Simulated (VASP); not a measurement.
Here is a VASP 6.6.1 calculation.

File INCAR:

```
SYSTEM = AlN
PREC = Accurate ; ENCUT = 520
EDIFF = 1E-7 ; ISMEAR = 0
SIGMA = 0.05 ; LREAL = .FALSE.
LASPH = .TRUE. ; NELM = 80
ALGO = Normal ; ISIF = 2
LWAVE = .FALSE. ; LCHARG = .FALSE.
GGA = PE ; NBANDS = 36
ISYM = 0
```

Contents of KPOINTS:

```
regular mesh
0
G
  8 8 2
  0 0 0
```

File POSCAR:

```
AlN
1.0
    2.1839935596     -2.1839935596      0.0000000000
    2.1839935596      0.0000000000     -2.1839935596
    9.8279710182      7.6439774586      8.7359742384
Al N
6 6
Direct
    0.6354333333      0.6666666667      0.0624666667
   -0.4479000000      0.0000000000      0.8958000000
    0.2187666667      0.3333333333      0.2291333333
    0.3854333333      0.6666666667      0.5624666667
   -0.1979000000      0.0000000000      0.3958000000
   -0.0312333333      0.3333333333      0.7291333333
    0.4479333333      0.6666666667      0.4374666667
    0.8646000000      1.0000000000      0.2708000000
    0.0312666667      0.3333333333      0.6041333333
    0.1979333333      0.6666666667      0.9374666667
   -0.3854000000      0.0000000000      0.7708000000
    0.2812666667      0.3333333333      0.1041333333
```

Potentials or basis: VASP PAW PBE potentials, release 64 (Al, N).

The run is started by

```sh
$ cat potpaw_PBE.64/Al/POTCAR potpaw_PBE.64/N/POTCAR > POTCAR
$ mpirun -np 1 vasp_std > vasp.out
```

(1) Predict the largest force.

(2) Estimate the band gap on the k mesh.

## Answers

(1) 0.903 eV/Å.

(2) 3.01 eV, indirect (least direct gap 3.44 eV).
